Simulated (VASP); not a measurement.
# Te (P4/mmm) in VASP: a series of runs

The runs below take Te through single point, with PBE.

All numbers are computed with VASP 6.6.1; they aren't measurements. Logs are shortened: lines on timing, memory, paths and dates and some standing lists are left out, and cuts for length are marked.

## Step 1: The cell of the first run

Symmetry: P4/mmm, No. 123, tetragonal system. Conventional cell: a = 3.181 Å, b = 3.181 Å, c = 3.142 Å, α = 90.00°, β = 90.00°, γ = 90.00°. Te (site symmetry 4/mmm) has 6 Te at 3.14 to 3.18 Å within 4.1 Å.

This isn't the form of Te at room conditions, which is trigonal, of chains.

## Step 2: Single point, PBE (31.80 Å³/atom)

INCAR

```
SYSTEM = Te
PREC = Accurate
ENCUT = 520
EDIFF = 1E-7
ISMEAR = 0
SIGMA = 0.1
LREAL = .FALSE.
LASPH = .TRUE.
NELM = 100
ALGO = Normal
ISIF = 2
LWAVE = .FALSE.
LCHARG = .FALSE.
GGA = PE
NBANDS = 9
```

KPOINTS

```
regular mesh
0
G
  16 16 18
  0 0 0
```

POSCAR

```
Te
1.0
    3.1814684444      0.0000000000      0.0000000000
    0.0000000000      3.1814684444      0.0000000000
    0.0000000000      0.0000000000      3.1415371184
Te
1
Direct
    0.5000000000      0.5000000000      0.5000000000
```

Potentials or basis: VASP PAW PBE potentials, release 64 (Te).

On the command line:

```sh
cat potpaw_PBE.64/Te/POTCAR > POTCAR
mpirun -np 1 vasp_std > vasp.out
```

OUTCAR:

```text
SYSTEM = Te
   PREC = Accurate
   ENCUT = 520
   EDIFF = 1E-7
   ISMEAR = 0
   LREAL = .FALSE.
   LASPH = .TRUE.
   NELM = 100
   ISIF = 2
   GGA = PE

 ion  position               nearest neighbor table
   1  0.500  0.500  0.500-

  LATTYP: Found a simple tetragonal cell.
 ALAT       =     3.1814684444
 C/A-ratio  =     0.9874487751

  Lattice vectors:

 A1 = (   3.1814684444,   0.0000000000,   0.0000000000)
 A2 = (   0.0000000000,   3.1814684444,   0.0000000000)
 A3 = (   0.0000000000,   0.0000000000,   3.1415371184)

Analysis of symmetry for initial positions (statically):
=====================================================================
 Subroutine PRICEL returns:
 Original cell was already a primitive cell.

 Routine SETGRP: Setting up the symmetry group for a
 simple tetragonal supercell.

 Subroutine GETGRP returns: Found 16 space group operations
 (whereof 16 operations were pure point group operations)
 out of a pool of 16 trial point group operations.

The static configuration has the point symmetry D_4h.

Analysis of symmetry for dynamics (positions and initial velocities):
=====================================================================
 Subroutine PRICEL returns:
 Original cell was already a primitive cell.

 Routine SETGRP: Setting up the symmetry group for a
 simple tetragonal supercell.

 Subroutine GETGRP returns: Found 16 space group operations
 (whereof 16 operations were pure point group operations)
 out of a pool of 16 trial point group operations.

The dynamic configuration has the point symmetry D_4h.

 Subroutine INISYM returns: Found 16 space group operations
 (whereof 16 operations are pure point group operations),
 and found     1 'primitive' translations

----------------------------------------------------------------------------------------

                                     Primitive cell

  volume of cell :      31.7978

  direct lattice vectors                    reciprocal lattice vectors
     3.181468444  0.000000000  0.000000000     0.314320264  0.000000000  0.000000000
     0.000000000  3.181468444  0.000000000     0.000000000  0.314320264  0.000000000
     0.000000000  0.000000000  3.141537118     0.000000000  0.000000000  0.318315513

  length of vectors
     3.181468444  3.181468444  3.141537118     0.314320264  0.314320264  0.318315513

  position of ions in fractional coordinates (direct lattice)
     0.500000000  0.500000000  0.500000000

  ion indices of the primitive-cell ions
   primitive index   ion index
                 1           1

----------------------------------------------------------------------------------------

 KPOINTS: regular mesh

Automatic generation of k-mesh.
 Grid dimensions read from file:
 generate k-points for:   16   16   18

 Generating k-lattice:

  Cartesian coordinates                     Fractional coordinates (reciprocal lattice)
     0.019645016  0.000000000  0.000000000     0.062500000  0.000000000  0.000000000
     0.000000000  0.019645016  0.000000000     0.000000000  0.062500000  0.000000000
     0.000000000  0.000000000  0.017684195     0.000000000  0.000000000  0.055555556

  Length of vectors
     0.019645016  0.019645016  0.017684195

  Shift w.r.t. Gamma in fractional coordinates (k-lattice)
     0.000000000  0.000000000  0.000000000

 Subroutine IBZKPT returns following result:
 ===========================================

 Found    450 irreducible k-points:

 Following reciprocal coordinates:
            Coordinates               Weight
  0.000000  0.000000  0.000000      1.000000
  0.062500  0.000000  0.000000      4.000000
  0.125000  0.000000  0.000000      4.000000
  0.187500  0.000000  0.000000      4.000000
  0.250000  0.000000  0.000000      4.000000
  0.312500  0.000000  0.000000      4.000000
[... 16 lines left out ...]
  0.437500  0.125000  0.000000      8.000000
  0.500000  0.125000  0.000000      4.000000
 [... further k-points ...]
   k-points           NKPTS =    450   k-points in BZ     NKDIM =    450   number of bands    NBANDS=      9
   number of dos      NEDOS =    301   number of ions     NIONS =      1
   total plane-waves  NPLWV =  13824
   dimension x,y,z NGX =    24 NGY =   24 NGZ =   24
   dimension x,y,z NGXF=    48 NGYF=   48 NGZF=   48
   ions per type =               1
   NGX,Y,Z   is equivalent  to a cutoff of  12.54, 12.54, 12.70 a.u.
   NGXF,Y,Z  is equivalent  to a cutoff of  25.08, 25.08, 25.40 a.u.
 SYSTEM =  Te
   PREC   = accura    normal or accurate (medium, high low for compatibility)
   ISTART =      0    job   : 0-new  1-cont  2-samecut
   ICHARG =      2    charge: 1-file 2-atom 10-const
   ISPIN  =      1    spin polarized calculation?
   LNONCOLLINEAR =      F non collinear calculations
   LSORBIT =      F    spin-orbit coupling
   LASPH  =      T    aspherical Exc in radial PAW
   ENCUT  =  520.0 eV  38.22 Ry    6.18 a.u.   5.92  5.92  5.84*2*pi/ulx,y,z
   NELM   =    100;   NELMIN=  2; NELMDL= -5     # of ELM steps
   EDIFF  = 0.1E-06   stopping-criterion for ELM
   LREAL  =      F    real-space projection
   EDIFFG = 0.1E-05   stopping-criterion for IOM
   NSW    =      0    number of steps for IOM
   IBRION =     -1    ionic relax: 0-MD 1-quasi-New 2-CG
   NFREE  =      0    steps in history (QN), initial steepest desc. (CG)
   ISIF   =      2    stress and relaxation
   ISYM   =      2    0-nonsym 1-usesym 2-fastsym
   POTIM  = 0.5000    time-step for ionic-motion
   TEBEG  =    0.0;   TEEND  =   0.0 temperature during run
   PSTRESS=    0.0 pullay stress
   NELECT =       6.0000    total number of electrons
   NUPDOWN=      -1.0000    fix difference up-down
   EMIN   =  10.00;   EMAX   =-10.00  energy-range for DOS
   EFERMI =   0.00;   METHOD = LEGACY
   ISMEAR =     0;   SIGMA  =   0.10  broadening in eV -4-tet -1-fermi 0-gaus
   EFERMI_NEDOS =   21; number of points for ismear=-14 and -15
   IALGO  =     38    algorithm
   IMIX   =      4    mixing-type and parameters
     AMIX     =   0.40;   BMIX     =  1.00
     AMIX_MAG =   1.60;   BMIX_MAG =  1.00
  volume/ion in A,a.u.               =      31.80       214.58
  Fermi-wavevector in a.u.,A,eV,Ry     =   0.938987  1.774428 11.996202  0.881696
  Thomas-Fermi vector in A             =   2.066254
   LORBIT       =      0    0 simple, 1 ext, 2 COOP (PROOUT), +10 PAW based schemes
   GGA     = PE    functional components
   LHFCALC =     F    Hartree Fock is set to
   AEXX    =    0.0000 exact exchange contribution
   IVDW    =     0    specifies the selected vdW correction
   LEPSILON=     F    determine dielectric tensor
   LRPA    =     F    only Hartree local field effects (RPA)
 non-spin polarized calculation
 Gauss-broadening in eV      SIGMA  =   0.10
  energy-cutoff  :      520.00
  volume of cell :       31.80
 maximum number of plane-waves:       892
 NGX is ok and might be reduce to    24
   NGX = 11   NGY = 11   NGZ = 11

 number of electron       6.0000000 magnetization

 Free energy of the ion-electron system (eV)
  ---------------------------------------------------
  ext. energy  EPLUGINS =         0.00000000
  ---------------------------------------------------
  free energy    TOTEN  =        -3.09667901 eV

  energy without entropy =       -3.09390484  energy(sigma->0) =       -3.09529193

 E-fermi :   6.7913     XC(G=0):  -9.4022

 val. band max:        6.7726883021   @ k =   0.2500   0.2500   0.1667
 cond. band min:       6.7966331742   @ k =   0.5000   0.3125   0.2222
 fundamental gap:      0.0239448720
 Fermi energy:         6.7913086215

 k-point     1 :       0.0000    0.0000    0.0000
  band No.  band energies     occupation
      1      -7.0141      2.00000
      2       7.9270      0.00000
      3       7.9270      0.00000
      4       8.2242      0.00000
      5      12.7561      0.00000
      6      12.8318      0.00000
      7      13.4570      0.00000
      8      24.2697      0.00000
      9      24.5038      0.00000

 k-point     2 :       0.0625    0.0000    0.0000
  band No.  band energies     occupation
      1      -6.9674      2.00000
      2       7.3636      0.00000
      3       7.9693      0.00000
      4       8.2666      0.00000
      5      12.8442      0.00000
      6      13.1956      0.00000
      7      13.7549      0.00000
      8      23.2604      0.00000
      9      23.5285      0.00000

 k-point     3 :       0.1250    0.0000    0.0000
  band No.  band energies     occupation
      1      -6.8292      2.00000
      2       6.1660      2.00000
      3       8.0930      0.00000
      4       8.3904      0.00000
      5      12.9755      0.00000
      6      13.4785      0.00000
      7      15.0908      0.00000
      8      21.9788      0.00000
      9      22.2613      0.00000

 k-point     4 :       0.1875    0.0000    0.0000
  band No.  band energies     occupation
      1      -6.6060      2.00000
      2       4.8354      2.00000
      3       8.2883      0.00000
      4       8.5857      0.00000
      5      13.1875      0.00000
      6      13.7441      0.00000
      7      16.8283      0.00000
      8      20.7703      0.00000
      9      21.0619      0.00000
[... 205 lines left out ...]
 k-point    22 :       0.3750    0.1250    0.0000
  band No.  band energies     occupation
      1      -5.4445      2.00000
      2       1.6805      2.00000
      3       7.4130      0.00000
      4       9.5270      0.00000
      5      14.5604      0.00000
      6      15.0060      0.00000
      7      17.0743      0.00000
      8      18.4834      0.00000
      9      18.9590      0.00000

 k-point    23 :       0.4375    0.1250    0.0000
  band No.  band energies     occupation
      1      -5.1772      2.00000
      2       1.0607      2.00000
      3       7.6332      0.00000
      4       9.7128      0.00000
      5      14.2257      0.00000
      6      15.2987      0.00000
      7      17.3744      0.00000
      8      18.0147      0.00000
      9      18.2370      0.00000

 k-point    24 :       0.5000    0.1250    0.0000
  band No.  band energies     occupation
      1      -5.0731      2.00000
      2       0.8383      2.00000
      3       7.7166      0.00000
      4       9.7815      0.00000
      5      14.0752      0.00000
      6      15.4623      0.00000
      7      17.7124      0.00000
      8      17.7406      0.00000
      9      17.8514      0.00000

 [... further k-points ...]
[... 5 lines left out ...]
  --------------------------------------------------------------------------------------
  -------------------------------------------------------------------------------------
  Total        0.3131186      0.3131186      0.3302978      0.0000000      0.0000000     -0.0000000
  in kB       15.7769135     15.7769135     16.6425084      0.0000000      0.0000000     -0.0000000
  external PRESSURE =      16.0654452 kB  Pullay stress =       0.0000000 kB

 VOLUME and BASIS-vectors are now :
 -----------------------------------------------------------------------------
  energy-cutoff  :      520.00
  volume of cell :       31.80
      direct lattice vectors                 reciprocal lattice vectors
     3.181468444  0.000000000  0.000000000     0.314320264  0.000000000  0.000000000
     0.000000000  3.181468444  0.000000000     0.000000000  0.314320264  0.000000000
     0.000000000  0.000000000  3.141537118     0.000000000  0.000000000  0.318315513

 POSITION                                       TOTAL-FORCE (eV/Angst)
 -----------------------------------------------------------------------------------
      1.59073      1.59073      1.57077         0.000000      0.000000      0.000000
 -----------------------------------------------------------------------------------
    total drift:                               -0.000000     -0.000000     -0.000000

  FREE ENERGIE OF THE ION-ELECTRON SYSTEM (eV)
  ---------------------------------------------------
  free  energy   TOTEN  =        -3.0966790128 eV

  energy  without entropy=       -3.0939048427  energy(sigma->0) =       -3.09529193
```

Run time: 70 s. Hardware: 1 thread of Intel Xeon 8259CL, shared host; peak memory 0.24 GiB.

Results:

```yaml
Free_energy: -3.0967 eV
Pressure: 1.6 GPa
Band_gap_on_the_k_mesh: zero (bands 3 and 4 overlap by 5.63 eV)
```

Caveat: spin-orbit coupling is left out, which moves the levels of the heavy elements.

[end of part 1 of 3]
